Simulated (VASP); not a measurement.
Crystal: Au.

```xyz
1
Lattice="0.0000 2.0618 2.0618 2.0618 0.0000 2.0618 2.0618 2.0618 0.0000" Properties=species:S:1:pos:R:3 pbc="T T T"
Au    0.0000    0.0000    0.0000
```

This cell differs from its parent crystal: volume scaled by 1.04.

Base run:

```yaml
Program: VASP 6.6.1
Functional: PBEsol
Potentials_or_basis: VASP PAW PBE potentials, release 64 (Au)
Cutoff: 520 eV
k_mesh: 11 × 11 × 11
Occupations: fermi-dirac, width 0.05 eV
Spin: no spin polarisation
```

Its results: pressure -5.1 GPa.

Problem. The run is repeated on the same cell with these changes: functional from PBEsol to r2SCAN. What comes out?

Solution. Pressure 0.2 GPa.

Caveats: the PAW data sets were made with another functional, which shifts forces and pressure a little.
